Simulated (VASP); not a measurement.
Runs of VASP 6.6.1 on PbS. The structure is that of space group Fm-3m (No. 225), or close to it. The cells are those of the table. 

```tsv
task	cell	k mesh	cutoff (eV)	smearing	gap on the mesh (eV)	pressure (GPa)	largest force (eV/Å)
single point	a = 4.239 Å, angles 60.0°, 2 atoms	12 × 12 × 12	520	gaussian 0.02 eV	0.47	-1.7	-
relaxation of shape and atoms at fixed volume	relaxed from a = 4.155 Å, angles 60.0°, 2 atoms	12 × 12 × 12	600	gaussian 0.02 eV	0.25	1.8	-
relaxation of shape and atoms at fixed volume	relaxed from a = 4.112 Å, angles 60.0°, 2 atoms	12 × 12 × 12	600	gaussian 0.02 eV	(b)	4.0	-
relaxation of shape and atoms at fixed volume	relaxed from a = 4.022 Å, angles 60.0°, 2 atoms	12 × 12 × 12	600	gaussian 0.02 eV	0.19	9.5	0.01
single point	a = 4.280 Å, angles 60.0°, 2 atoms	12 × 12 × 12	520	gaussian 0.02 eV	0.56	(a)	-
relaxation of shape and atoms at fixed volume	relaxed from a = 4.239 Å, angles 60.0°, 2 atoms	12 × 12 × 12	600	gaussian 0.02 eV	0.47	-1.6	-
single point	a = 4.197 Å, angles 60.0°, 2 atoms	12 × 12 × 12	520	gaussian 0.02 eV	0.36	-0.1	-
single point	a = 4.227 Å, angles 60.0°, 2 atoms	6 × 6 × 6	520	gaussian 0.1 eV	0.46	-1.2	0.01
relaxation of cell and atoms	relaxed from a = 4.227 Å, angles 60.0°, 2 atoms	12 × 12 × 12	600	gaussian 0.02 eV	0.36	0.0	-
single point	a = 4.227 Å, angles 60.0°, 2 atoms	12 × 12 × 12	520	gaussian 0.02 eV	0.44	-1.3	-
relaxation of shape and atoms at fixed volume	relaxed from a = 4.067 Å, angles 60.0°, 2 atoms	12 × 12 × 12	600	gaussian 0.02 eV	0.03	6.5	-
```

Alike in all rows: level PBE+D3(BJ); potentials or basis VASP PAW PBE potentials, release 64 (Pb_d, S); no spin polarisation.

Question: Estimate the missing entries.

Answer: (a) -3.0; (b) 0.12.

Caveats: spin-orbit coupling is left out, which moves the levels of the heavy elements; the relaxation stopped at its first step, so nothing moved (some runs).

A k mesh can miss the band edges, and the runs leave out spin-orbit coupling on Pb.
